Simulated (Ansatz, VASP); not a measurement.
Cs in VASP and in Ansatz

Contents of INCAR:

```
SYSTEM = Cs
PREC     = Accurate       ! precision mode
ENCUT    = 520            ! plane-wave cutoff, eV
EDIFF    = 1E-7           ! SCF threshold, eV
ISMEAR   = -1             ! smearing method
SIGMA    = 0.1            ! smearing width, eV
LREAL    = .False.        ! projectors in reciprocal space
LASPH    = .True.         ! aspherical terms in the spheres
NELM     = 100            ! most SCF steps
ALGO     = Normal         ! electronic algorithm
ISIF     = 2              ! what is computed and relaxed
LWAVE    = .False.        ! write WAVECAR
LCHARG   = .True.         ! write CHGCAR
GGA      = PS             ! functional
LELF     = .True.         ! ELF
LVHAR    = .True.       
NBANDS   = 10             ! bands
```

File KPOINTS:

```
Automatic mesh
0
Gamma
  7 7 7
  0 0 0
```

POSCAR

```
Cs
1.0
    4.9873747809      0.0000000000      0.0000000000
    0.0000000000      4.9873747809      0.0000000000
    0.0000000000      0.0000000000      4.9873747809
Cs
1
Direct
    0.0000000000      0.0000000000      0.0000000000
```

Input for Ansatz:

```yaml
crystal:
  lattice:
    - [4.9873747809, 0.0, 0.0]
    - [0.0, 4.9873747809, 0.0]
    - [0.0, 0.0, 4.9873747809]
  atoms:
    - { symbol: Cs, position: [0.0, 0.0, 0.0] }
hamiltonian:
  xc: pbesol
  pseudopotentials:
    kind: paw
    azcp:
      Cs: "pseudopotentials/Cs.paw.azcp"
basis:
  ecutwfc: 420
  fft_grid_basis: typed
kpoints:
  mp_grid: { grid: [7, 7, 7], shift: [0, 0, 0] }
magnetization:
  spin_polarized: false
scf:
  occupations: { method: fermi_dirac, width: 0.1 }
  lower_state_search: "off"
output:
  stress: true
```

Alike in both runs: task single point; functional PBEsol; k mesh 7 × 7 × 7; occupations fermi-dirac, width 0.1 eV; no spin polarisation.

|  | VASP | Ansatz |
| --- | --- | --- |
| version | VASP 6.6.1 | Ansatz 0.2.0 |
| potentials or method | VASP PAW PBE potentials, release 64 (Cs_sv), cutoff 520 eV | plane waves (420 eV) with PAW, scalar-relativistic |
| valence electrons in the cell | 9 | 9 |

|  | VASP | Ansatz | Ansatz less VASP |
| --- | --- | --- | --- |
| pressure (GPa) | -0.1 | -0.1 | +0.01 |

VASP's potentials were made for PBE, not for PBEsol, and Ansatz warns of the same on its side.

Spin-orbit coupling is off throughout.
